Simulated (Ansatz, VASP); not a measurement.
# One calculation of Li2O, two programs

INCAR

```
SYSTEM = Li2O
PREC = Accurate ; ENCUT = 750
EDIFF = 1E-6 ; ISMEAR = 0
SIGMA = 0.1 ; LREAL = .FALSE.
LASPH = .TRUE. ; NELM = 120
ALGO = Normal ; ISIF = 2
LWAVE = .FALSE. ; LCHARG = .FALSE.
GGA = PS ; NBANDS = 13
GGA_COMPAT = .FALSE.
```

KPOINTS

```
Automatic mesh
0
G
  6 6 6
  0 0 0
```

File POSCAR:

```
Li2O
1.0
    0.0000000000      2.3135000000      2.3135000000
    2.3135000000      0.0000000000      2.3135000000
    2.3135000000      2.3135000000      0.0000000000
Li O
2 1
Direct
    0.2500000000      0.2500000000      0.2500000000
    0.7500000000      0.7500000000      0.7500000000
    0.0000000000      0.0000000000      0.0000000000
```

Input for Ansatz:

```yaml
crystal:
  lattice:
    - [0.0, 2.3135, 2.3135]
    - [2.3135, 0.0, 2.3135]
    - [2.3135, 2.3135, 0.0]
  atoms:
    - { symbol: Li, position: [0.25, 0.25, 0.25] }
    - { symbol: Li, position: [0.75, 0.75, 0.75] }
    - { symbol: O, position: [0.0, 0.0, 0.0] }
basis:
  ecutwfc: 420
kpoints:
  mp_grid: { grid: [6, 6, 6] }
hamiltonian:
  xc: pbesol
  pseudopotentials: { kind: paw, azcp: { folder: soft_1 } }
scf:
  occupations: { method: gaussian, width: 0.1 }
output:
  forces: true
  stress: true
  eigenvalues: true
```

Alike in both runs: task single point; functional PBEsol; k mesh 6 × 6 × 6; occupations gaussian, width 0.1 eV; no spin polarisation.

```csv
,VASP,Ansatz
version,VASP 6.6.1,Ansatz 0.2.0
potentials or method,"VASP PAW PBE potentials, release 64 (Li_sv, O), cutoff 750 eV","scalar-relativistic, plane waves, PAW"
valence electrons in the cell,12,12
```

VASP gave:

```
gap on the k mesh at the Fermi level (eV) : 4.81
least direct gap on the mesh (eV)         : 5.12
pressure (GPa)                            : -2.4
```

**Question.** Estimate Ansatz's values.

**Answer.** gap on the k mesh at the Fermi level (eV): 4.82; least direct gap on the mesh (eV): 5.12; pressure (GPa): -2.5.

VASP's potentials were made for PBE, not for PBEsol, and Ansatz warns of the same on its side.
